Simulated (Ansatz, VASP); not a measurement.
## CaO in VASP and in Ansatz

Contents of POSCAR:

```
CaO
1.0
    0.0000000000      2.3855623759      2.3855623759
    2.3855623759      0.0000000000      2.3855623759
    2.3855623759      2.3855623759      0.0000000000
Ca O
1 1
Direct
    0.0000000000      0.0000000000      0.0000000000
    0.5000000000      0.5000000000      0.5000000000
```

The input INCAR.step1:

```
SYSTEM = CaO
PREC = Accurate
ENCUT = 520
ISMEAR = 0
SIGMA = 0.01
LREAL = .False.
LASPH = .True.
NELM = 60
NBANDS = 15
GGA = PE
ALGO = Normal
EDIFF = 1E-4
LWAVE = .True.
LCHARG = .False.
```

Contents of INCAR.step2:

```
SYSTEM = CaO
PREC = Accurate
ENCUT = 520
EDIFF = 1E-7
ISMEAR = 0
SIGMA = 0.01
LREAL = .False.
LASPH = .True.
NELM = 60
ALGO = Normal
ISIF = 2
LWAVE = .False.
LCHARG = .False.
METAGGA = R2SCAN
LMIXTAU = .True.
NBANDS = 15
ISTART = 1
```

File KPOINTS:

```
Automatic mesh
0
Gamma
  10 10 10
  0 0 0
```

Input for Ansatz:

```yaml
crystal:
  lattice:
    - [0.0, 2.3855623759, 2.3855623759]
    - [2.3855623759, 0.0, 2.3855623759]
    - [2.3855623759, 2.3855623759, 0.0]
  atoms:
    - { symbol: Ca, position: [0.0, 0.0, 0.0] }
    - { symbol: O, position: [0.5, 0.5, 0.5] }
kpoints:
  mp_grid: { grid: [10, 10, 10] }
  band_path:
    path:
      - [0.0, 0.0, 0.0]
      - [0.5, 0.0, 0.5]
      - [0.625, 0.25, 0.625]
      - [0.375, 0.375, 0.75]
      - [0.5, 0.5, 0.5]
      - [0.5, 0.25, 0.75]
    npoints: 1
hamiltonian:
  xc: r2scan
scf:
  occupations: { method: fixed }
  n_extra_bands: 4
output:
  forces: true
  stress: true
  eigenvalues: true
```

Change from the starting cell: hydrostatic strain -0.5%.

Alike in both runs: task single point; functional r2SCAN; k mesh 10 × 10 × 10; no spin polarisation.

|  | VASP | Ansatz |
| --- | --- | --- |
| version | VASP 6.6.1 | Ansatz 0.2.0 |
| potentials or method | VASP PAW PBE potentials, release 64 (Ca_sv, O) | plane waves, PAW |
| plane-wave cutoff (eV) | 520 | 500 |
| occupations | gaussian, width 0.01 eV | fixed |
| valence electrons in the cell | 16 | 16 |

```csv
,VASP,Ansatz,Ansatz less VASP
gap on the k mesh at the Fermi level (eV),4.18,4.19,+0.013
pressure (GPa),2.9,1.8,-1.14
```

VASP's potentials were made for PBE, not for r2SCAN.
